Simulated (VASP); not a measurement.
# Be (P4_2/mnm) in VASP: notebook, part 2 of 2

VASP 6.6.1. The steps go on from the part before.

### Step 4. Electric field gradients, PBEsol (volume scaled by 0.96)

The input, INCAR:

```
PREC = Accurate ; ENCUT = 520
EDIFF = 1E-8 ; ISMEAR = -1
SIGMA = 0.05 ; LREAL = False
LASPH = True ; NELM = 100
ALGO = Normal ; ISIF = 2
LWAVE = False ; LCHARG = False
GGA = PS ; LEFG = True
NBANDS = 12
```

The input, KPOINTS:

```
regular mesh
0
Gamma
  9 9 14
```

The input, POSCAR:

```
Be
1.0
    3.6961751708      0.0000000000      0.0000000000
    0.0000000000      3.6961751708      0.0000000000
    0.0000000000      0.0000000000      2.2504481124
Be
4
Direct
    0.2974080000      0.2974080000      0.0000000000
    0.7025920000      0.7025920000      0.0000000000
    0.2025920000      0.7974080000      0.5000000000
    0.7974080000      0.2025920000      0.5000000000
```

Potentials or basis: VASP PAW PBE potentials, release 64 (Be).

Launch:

```
$ cat potpaw_PBE.64/Be/POTCAR > POTCAR
$ mpirun -np 1 vasp_std > vasp.out
```

OUTCAR:

```text
PREC = Accurate
   ENCUT = 520
   EDIFF = 1E-8
   ISMEAR = -1
   LREAL = False
   LASPH = True
   NELM = 100
   ISIF = 2
   GGA = PS

 ion  position               nearest neighbor table
   1  0.297  0.297  0.000-   2 2.12   3 2.19   4 2.19   3 2.19   4 2.19   3 2.19   3 2.19   4 2.19
                             4 2.19
   2  0.703  0.703  0.000-   1 2.12   3 2.19   4 2.19   3 2.19   4 2.19   4 2.19   4 2.19   3 2.19
                             3 2.19
   3  0.203  0.797  0.500-   4 2.12   2 2.19   1 2.19   1 2.19   2 2.19   1 2.19   1 2.19   2 2.19
                             2 2.19
   4  0.797  0.203  0.500-   3 2.12   2 2.19   1 2.19   1 2.19   2 2.19   2 2.19   2 2.19   1 2.19
                             1 2.19

  LATTYP: Found a simple tetragonal cell.
 ALAT       =     3.6961751708
 C/A-ratio  =     0.6088586196

  Lattice vectors:

 A1 = (   3.6961751708,   0.0000000000,   0.0000000000)
 A2 = (   0.0000000000,   3.6961751708,   0.0000000000)
 A3 = (   0.0000000000,   0.0000000000,   2.2504481124)

Analysis of symmetry for initial positions (statically):
=====================================================================
 Subroutine PRICEL returns:
 Original cell was already a primitive cell.

 Routine SETGRP: Setting up the symmetry group for a
 simple tetragonal supercell.

 Subroutine GETGRP returns: Found 16 space group operations
 (whereof  8 operations were pure point group operations)
 out of a pool of 16 trial point group operations.

The static configuration has the point symmetry D_2h.
 The point group associated with its full space group is D_4h.

Analysis of symmetry for dynamics (positions and initial velocities):
=====================================================================
 Subroutine PRICEL returns:
[... 528 lines left out ...]

 [... further k-points ...]
[... 5 lines left out ...]
  --------------------------------------------------------------------------------------
  -------------------------------------------------------------------------------------
  Total        0.8890591      0.8890591      0.7588141     -0.0000000      0.0000000      0.0000000
  in kB       46.3305137     46.3305137     39.5432088     -0.0000000      0.0000000      0.0000000
  external PRESSURE =      44.0680787 kB  Pullay stress =       0.0000000 kB

 VOLUME and BASIS-vectors are now :
 -----------------------------------------------------------------------------
  energy-cutoff  :      520.00
  volume of cell :       30.74
      direct lattice vectors                 reciprocal lattice vectors
     3.696175171  0.000000000  0.000000000     0.270549948  0.000000000  0.000000000
     0.000000000  3.696175171  0.000000000     0.000000000  0.270549948  0.000000000
     0.000000000  0.000000000  2.250448112     0.000000000  0.000000000  0.444355946

 POSITION                                       TOTAL-FORCE (eV/Angst)
 -----------------------------------------------------------------------------------
      1.09927      1.09927      0.00000        -0.019825     -0.019825     -0.000000
      2.59690      2.59690      0.00000         0.019825      0.019825      0.000000
      0.74882      2.94736      1.12522         0.019825     -0.019825     -0.000000
      2.94736      0.74882      1.12522        -0.019825      0.019825      0.000000
 -----------------------------------------------------------------------------------
    total drift:                                0.000000      0.000000     -0.000000

  FREE ENERGIE OF THE ION-ELECTRON SYSTEM (eV)
  ---------------------------------------------------
  free  energy   TOTEN  =       -15.7609364754 eV

  energy  without entropy=      -15.7566404758  energy(sigma->0) =      -15.75878848

 Electric field gradients (V/A^2)
---------------------------------------------------------------------
 ion       V_xx      V_yy      V_zz      V_xy      V_xz      V_yz
---------------------------------------------------------------------
   1       0.267     0.267    -0.534    -1.491    -0.000     0.000
   2       0.267     0.267    -0.534    -1.491    -0.000     0.000
   3       0.267     0.267    -0.534     1.491     0.000     0.000
   4       0.267     0.267    -0.534     1.491     0.000    -0.000
---------------------------------------------------------------------

 Electric field gradients after diagonalization (V/A^2)
 (convention: |V_zz| > |V_xx| > |V_yy|)
----------------------------------------------------------------------
 ion       V_xx      V_yy      V_zz     asymmetry (V_yy - V_xx)/ V_zz
----------------------------------------------------------------------
   1      -1.225    -0.534     1.758       0.393
   2      -1.225    -0.534     1.758       0.393
   3      -1.225    -0.534     1.758       0.393
   4      -1.225    -0.534     1.758       0.393
----------------------------------------------------------------------

           NMR quadrupolar parameters

 Cq : quadrupolar parameter    Cq=e*Q*V_zz/h
 eta: asymmetry parameters     (V_yy - V_xx)/ V_zz
 Q  : nuclear electric quadrupole moment in mb (millibarn)
----------------------------------------------------------------------
 ion       Cq(MHz)       eta       Q (mb)
----------------------------------------------------------------------
   1       0.004       0.393       1.000
   2       0.004       0.393       1.000
   3       0.004       0.393       1.000
   4       0.004       0.393       1.000
----------------------------------------------------------------------
```

OSZICAR:

```text
N       E                     dE             d eps       ncg     rms          rms(c)
DAV:   1     0.273102274452E+00    0.27310E+00   -0.33484E+03  2880   0.559E+02
DAV:   2    -0.154586118454E+02   -0.15732E+02   -0.15080E+02  3812   0.102E+02
DAV:   3    -0.158416200254E+02   -0.38301E+00   -0.37966E+00  3976   0.110E+01
DAV:   4    -0.158428369626E+02   -0.12169E-02   -0.12157E-02  3448   0.668E-01
DAV:   5    -0.158428409629E+02   -0.40003E-05   -0.40005E-05  3848   0.336E-02    0.185E+00
DAV:   6    -0.157842539638E+02    0.58587E-01   -0.13574E-02  3360   0.902E-01    0.112E+00
DAV:   7    -0.157609728741E+02    0.23281E-01   -0.19590E-02  3428   0.922E-01    0.850E-02
DAV:   8    -0.157609369147E+02    0.35959E-04   -0.67320E-04  3600   0.153E-01    0.139E-02
DAV:   9    -0.157609360596E+02    0.85511E-06   -0.27694E-06  4236   0.118E-02    0.430E-03
DAV:  10    -0.157609364274E+02   -0.36779E-06   -0.93002E-08  3548   0.175E-03    0.650E-04
DAV:  11    -0.157609364787E+02   -0.51342E-07   -0.65236E-09  2840   0.422E-04    0.107E-04
DAV:  12    -0.157609364754E+02    0.33680E-08   -0.49979E-10  2212   0.170E-04
   1 F= -.15760936E+02 E0= -.15758788E+02  d E =-.429600E-02
```

Run time: 23 s. Hardware: 1 thread of Intel Xeon Platinum 8259CL at 2.50GHz (Skylake/Cascade Lake), shared host; peak memory 0.15 GiB.

Results:

| Quantity | Value |
| --- | --- |
| Free energy | -15.7609 eV |
| Pressure | 4.4 GPa |
| Largest force | 0.028 eV/Å |
| Band gap on the k mesh | zero (band 4 reaches 8.14 eV, above the bottom of band 5 at 6.16 eV) |

Forces on the atoms (eV/Å):
```
Be  -0.020 -0.020  0.000
Be   0.020  0.020  0.000
Be   0.020 -0.020  0.000
Be  -0.020  0.020  0.000
```

Stress tensor (GPa, compression positive):
```
4.63 0.00 0.00
0.00 4.63 0.00
0.00 0.00 3.95
```

Electric field gradients, principal values (V/Å²):
```csv
atom,least,middle,greatest (by size)
1 Be,-0.534,-1.225,1.758
2 Be,-0.534,-1.225,1.758
3 Be,-0.534,-1.225,1.758
4 Be,-0.534,-1.225,1.758
```

Caveat: without QUAD_EFG the Cq values of the log hold for a quadrupole moment of 1 mb, not for the nuclei; the PAW data sets were made with another functional, which shifts forces and pressure a little.

### Step 5. Summary

```tsv
cell	gap on the mesh (eV)	pressure (GPa)	largest force (eV/Å)
a = 3.709, b = 3.709, c = 2.281 Å, 4 atoms	none	1.6	0.06
a = 3.822, b = 3.822, c = 2.281 Å, 4 atoms	none	-4.9	0.09
a = 3.696, b = 3.696, c = 2.250 Å, 4 atoms	none	4.4	0.03
```

Alike in all rows: task electric field gradients; level PBEsol; potentials or basis VASP PAW PBE potentials, release 64 (Be); no spin polarisation; k mesh 9 × 9 × 14; cutoff (eV) 520; smearing fermi-dirac 0.05 eV.

Caveats: the PAW data sets were made with another functional, which shifts forces and pressure a little.

Absolute energies hang on the potentials; compare differences alone.
